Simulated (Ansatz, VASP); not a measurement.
# One calculation of CuO, two programs

Contents of INCAR:

```
SYSTEM = CuO
ALGO = Normal
EDIFF = 1E-7
ENCUT = 520
GGA = PS
ISIF = 2
ISMEAR = 0
ISPIN = 2
LASPH = .True.
LCHARG = .False.
LDAU = .True.
LDAUJ = 0 0
LDAUL = 2 -1
LDAUPRINT = 1
LDAUTYPE = 2
LDAUU = 5.8 0
LMAXMIX = 4
LORBIT = 11
LREAL = .False.
LWAVE = .False.
MAGMOM = 1 -1 0 0
NBANDS = 29
NELM = 150
PREC = Accurate
SIGMA = 0.05
```

The input KPOINTS:

```
k-points
0
Gamma
  8 8 5
  0 0 0
```

Contents of POSCAR:

```
CuO
1.0
    2.3416500000     -1.7104000000      0.0000000000
    2.3416500000      1.7104000000      0.0000000000
   -0.8525100000      0.0000000000      5.0580600000
Cu O
2 2
Direct
    0.0000000000      0.5000000000      0.0000000000
    0.5000000000      0.0000000000      0.5000000000
    0.5821000000      0.4179000000      0.2500000000
    0.4179000000      0.5821000000      0.7500000000
```

Input for Ansatz:

```yaml
crystal:
  lattice:
    - [2.34165, -1.7104, 0.0]
    - [2.34165, 1.7104, 0.0]
    - [-0.85251, 0.0, 5.05806]
  atoms:
    - { symbol: Cu, position: [0.0, 0.5, 0.0], spin: 1.0 }
    - { symbol: Cu, position: [0.5, 0.0, 0.5], spin: -1.0 }
    - { symbol: O, position: [0.5821, 0.4179, 0.25] }
    - { symbol: O, position: [0.4179, 0.5821, 0.75] }
magnetization:
  spin_polarized: true
hamiltonian:
  xc: pbesol
  pseudopotentials: { kind: paw }
  hubbard: { sites: [{ species: Cu, l: d, u_eff: 5.8 }] }
basis:
  ecutwfc: 420
kpoints:
  mp_grid: { grid: [8, 8, 5] }
scf:
  occupations: { method: gaussian, width: 0.05 }
output:
  forces: true
  stress: true
```

Alike in both runs: task single point; functional PBEsol; k mesh 8 × 8 × 5; occupations gaussian, width 0.05 eV; collinear spin; Hubbard terms Cu d U = 5.8 eV.

```csv
,VASP,Ansatz
version,VASP 6.6.1,Ansatz 0.2.0
potentials or method,"VASP PAW PBE potentials, release 64 (Cu, O), cutoff 520 eV","PAW, plane waves, scalar-relativistic"
valence electrons in the cell,34,50
```

|  | VASP | Ansatz | Ansatz less VASP |
| --- | --- | --- | --- |
| pressure (GPa) | -5.7 | -0.1 | +5.59 |
| traceless stress, the component that is largest in VASP (GPa) | 1.57 | 0.74 | -0.829 |
| rms of the force components (eV/Å) | 0.049 | 0.039 | -0.0104 |
| net moment per atom (μB) | 0.00 | 0.00 | 0.000 |
| size of the moment on the site where the two differ most (μB) | 0.62 | 0.55 | -0.066 |

VASP's potentials were made for PBE, not for PBEsol. Site moments also hang on the region over which each program counts them. The programs project onto different local orbitals, so the same U acts differently, and such runs can settle in different states. Atom by atom the forces differ by 0.010 eV/Å (rms over components). VASP's potentials hold 34 valence electrons a cell and Ansatz's 50, so a difference there can come from the potentials and not from the codes.
